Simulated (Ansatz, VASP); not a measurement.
## One calculation of TaN, two programs

File INCAR:

```
SYSTEM = TaN
ALGO = Normal ; EDIFF = 1E-8
ENCUT = 520 ; GGA = PS
ISIF = 2 ; ISMEAR = -1
LASPH = .TRUE. ; LCHARG = .FALSE.
LEFG = .TRUE. ; LREAL = .FALSE.
LWAVE = .FALSE. ; NBANDS = 33
NELM = 60 ; PREC = Accurate
SIGMA = 0.01
```

KPOINTS

```
k-points
0
G
  6 6 9
  0 0 0
```

The input POSCAR:

```
TaN
1.0
    5.1960008669      0.0259800043      0.0259800043
   -2.5755010897      4.4868787466      0.0095093416
    0.0145550000      0.0145550000      2.9110000000
Ta N
3 3
Direct
    0.3333333333      0.6666666667      0.5000000000
    0.6666666667      0.3333333333      0.5000000000
    0.0000000000      0.0000000000      0.0000000000
    0.3928500000      0.0000000000      0.0000000000
    0.6071500000      0.6071500000      0.0000000000
    0.0000000000      0.3928500000      0.0000000000
```

Input for Ansatz:

```yaml
crystal:
  lattice:
    - [5.1960008669, 0.0259800043, 0.0259800043]
    - [-2.5755010897, 4.4868787466, 0.0095093416]
    - [0.014555, 0.014555, 2.911]
  atoms:
    - { symbol: Ta, position: [0.3333333333, 0.6666666667, 0.5] }
    - { symbol: Ta, position: [0.6666666667, 0.3333333333, 0.5] }
    - { symbol: Ta, position: [0.0, 0.0, 0.0] }
    - { symbol: "N", position: [0.39285, 0.0, 0.0] }
    - { symbol: "N", position: [0.60715, 0.60715, 0.0] }
    - { symbol: "N", position: [0.0, 0.39285, 0.0] }
kpoints:
  mp_grid: { grid: [6, 6, 9] }
scf:
  occupations: { method: fermi_dirac, width: 0.01 }
hamiltonian:
  xc: pbesol
  pseudopotentials: { kind: paw }
output:
  forces: true
  stress: true
  eigenvalues: true
  efg: { contact_densities: true }
```

Change from the starting cell: equal xy, yz and zx shear strains of +1 %, PAW files.

Alike in both runs: task electric field gradients; functional PBEsol; k mesh 6 × 6 × 9; occupations fermi-dirac, width 0.01 eV; no spin polarisation.

|  | VASP | Ansatz |
| --- | --- | --- |
| version | VASP 6.6.1 | Ansatz 0.2.0 |
| potentials or method | VASP PAW PBE potentials, release 64 (Ta_pv, N) | PAW with Ansatz's default frozen-core files, scalar-relativistic |
| plane-wave cutoff (eV) | 520 | 420 |
| valence electrons in the cell | 48 | 54 |

```csv
,VASP,Ansatz,Ansatz less VASP
pressure (GPa),-2.9,-3.7,-0.83
"traceless stress, the component that is largest in VASP (GPa)",-1.91,-1.91,+0.007
rms of the force components (eV/Å),0.053,0.050,-0.0023
size of Vzz on the site where it differs most (V/Å²),179.2,139.1,-40.14
```

VASP's potentials were made for PBE, not for PBEsol. Atom by atom the forces differ by 0.004 eV/Å (rms over components). The functional is the same, so the differences come from potentials, cutoffs and numerics. VASP's potentials hold 48 valence electrons a cell and Ansatz's 54, so a difference there can come from the potentials and not from the codes.

Spin-orbit coupling is off throughout.
